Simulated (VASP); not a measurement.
Input of a VASP 6.6.1 run:

INCAR

```
ALGO = Normal
EDIFF = 1E-7
ENCUT = 520
GGA = PE
ISIF = 2
ISMEAR = -1
IVDW = 12
LASPH = True
LCHARG = True
LELF = True
LREAL = Auto
LVHAR = True
LWAVE = False
NBANDS = 80
NELECT = 134.0
NELM = 60
PREC = Accurate
SIGMA = 0.05
```

The input KPOINTS:

```
k-points
0
Gamma
  2 2 2
```

File POSCAR:

```
Ag7Br8
1.0
    0.0000000000      5.7674030000      5.7674030000
    5.7674030000      0.0000000000      5.7674030000
    5.7674030000      5.7674030000      0.0000000000
Ag Br
7 8
Direct
    0.2945606541      0.3173091945      0.1483770078
    0.3157053530      0.2628045933      0.7912920252
    0.1839476104      0.8363903129      0.1902069268
    0.2175589256      0.6906488068      0.7508665512
    0.7052480987      0.2076064392      0.7910752899
    0.6140025242      0.7641567617      0.4442033962
    0.8866729098      0.7824665625      0.5948951374
   -0.0577209534     -0.1173145001      0.0488608131
    0.1120434969      0.0130908140      0.5040570253
   -0.0341054717      0.4216629218     -0.0110274937
    0.0063373411      0.4657815658      0.5091112932
    0.5404252139     -0.0764728943      0.0457831714
    0.5002598223      0.0960397600      0.5356310284
    0.5087038308      0.5364979697     -0.0563511861
    0.4676801673      0.5103163417      0.4767310347
```

Potentials or basis: VASP PAW PBE potentials, release 64 (Ag, Br).

The run is started by

```sh
$ cat potpaw_PBE.64/Ag/POTCAR potpaw_PBE.64/Br/POTCAR > POTCAR
$ mpirun -np 1 vasp_std > vasp.out
```

**Question.** What does it give for the largest force?

**Answer.** 2.504 eV/Å.

**Question.** Predict the dispersion energy per atom.

**Answer.** -0.329 eV.

Forces on the atoms (eV/Å):
```
Ag   0.109 -0.108 -0.856
Ag   0.739  0.811 -0.956
Ag   0.034  0.381  0.453
Ag   0.304  1.388 -0.876
Ag   0.016  0.033  0.574
Ag   0.036  0.112  0.197
Ag   0.359 -0.148  0.090
Br   0.249  0.297  0.393
Br   0.238 -1.988  0.328
Br   0.782  0.173 -0.238
Br  -0.105 -0.360 -0.152
Br   0.079 -0.567 -0.735
Br  -2.435  0.293 -0.500
Br  -0.054 -0.044  0.385
Br  -0.350 -0.273  1.894
```

Caveat: the k points lie up to 0.47 Å⁻¹ apart; the cell carries a net charge on a neutralising background, which shifts energy and pressure.
